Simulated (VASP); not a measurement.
Runs of VASP 6.6.1 on W. The structure is that of space group R-3m (No. 166), or close to it. The cells are those of the table. 

| cell | further INCAR settings | gap on the mesh (eV) | pressure (GPa) |
| --- | --- | --- | --- |
| a = 2.612 Å, angles 107.4°, 1 atom | ALGO = Fast; EDIFF = 1e-07; NBANDS = 13 | none | 39.0 |
| a = 2.740 Å, angles 111.3°, 1 atom | ALGO = Fast; EDIFF = 1e-07; NBANDS = 13 | none | 40.4 |
| a = 2.906 Å, angles 111.2°, 1 atom | ALGO = Fast; EDIFF = 1e-07; NBANDS = 13 | none | (b) |
| a = 2.777 Å, angles 107.5°, 1 atom | ALGO = Fast; EDIFF = 1e-06; NBANDS = 13 | none | -19.4 |
| a = 2.749 Å, angles 107.5°, 1 atom | ALGO = Fast; EDIFF = 1e-06; NBANDS = 13 | none | -12.8 |
| a = 2.878 Å, angles 111.2°, 1 atom | ALGO = Fast; EDIFF = 1e-06; NBANDS = 13 | none | (a) |

Alike in all rows: task single point; level PBE; potentials or basis VASP PAW PBE potentials, release 64 (W_sv); no spin polarisation; k mesh 20 × 20 × 20; cutoff (eV) 520; smearing gaussian 0.15 eV.

Q: Fill in the values left out.

A: (a) -12.0; (b) -18.8.

Caveats: spin-orbit coupling is left out, which moves the levels of the heavy elements.

A k mesh can miss the band edges, and the runs leave out spin-orbit coupling on W.

A gap of «none» marks levels without a gap at the run's occupations.
